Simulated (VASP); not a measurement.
Write the native input for VASP 6.6.1 that does the following.

| Quantity | Value |
| --- | --- |
| Task | single point |
| Functional | PBE |
| Potentials or basis | VASP PAW PBE potentials, release 64 (C) |
| Cutoff | 520 eV |
| k mesh | 12 × 12 × 12 |
| Occupations | gaussian, width 0.05 eV |
| Spin | no spin polarisation |
| Dipole correction | no |
| Further INCAR settings | ALGO = Normal; EDIFF = 1e-06; NBANDS = 11 |

The structure of C lies in POSCAR:

```
C
1.0
    0.0000000000      1.7768088442      1.7768088442
    1.7857375319     -0.0089286877      1.7857375319
    1.7857375319      1.7857375319     -0.0089286877
C
2
Direct
    0.5000000000      0.5000000000      0.5000000000
    0.7500000000      0.7500000000      0.7500000000
```

This cell differs from its parent crystal: strain -0.0100 x Voigt [0, 0, 0, 1, 0, 0].

These files were run (other wordings do the same):

INCAR

```
PREC = Accurate
ENCUT = 520
EDIFF = 1E-6
ISMEAR = 0
SIGMA = 0.05
LREAL = False
LASPH = True
NELM = 80
ALGO = Normal
ISIF = 2
LWAVE = False
LCHARG = True
GGA = PE
LELF = True
LVHAR = True
NBANDS = 11
```

KPOINTS

```
regular mesh
0
Gamma
  12 12 12
```

Potentials or basis: VASP PAW PBE potentials, release 64 (C).

Launch:

```sh
$ cat potpaw_PBE.64/C/POTCAR > POTCAR
$ mpirun -np 1 vasp_std > vasp.out
```

It gave:

```yaml
Pressure: 0.8 GPa
Largest_force: 0.030 eV/Å
Band_gap_on_the_k_mesh: 4.14 eV, indirect (least direct gap 5.43 eV)
```

Caveat: the cell differs from its parent crystal (strain -0.0100 x Voigt [0, 0, 0, 1, 0, 0]).

Wall time 67 s on 1 thread of AMD EPYC 7R13, with other jobs on the host, peak memory 0.11 GiB.
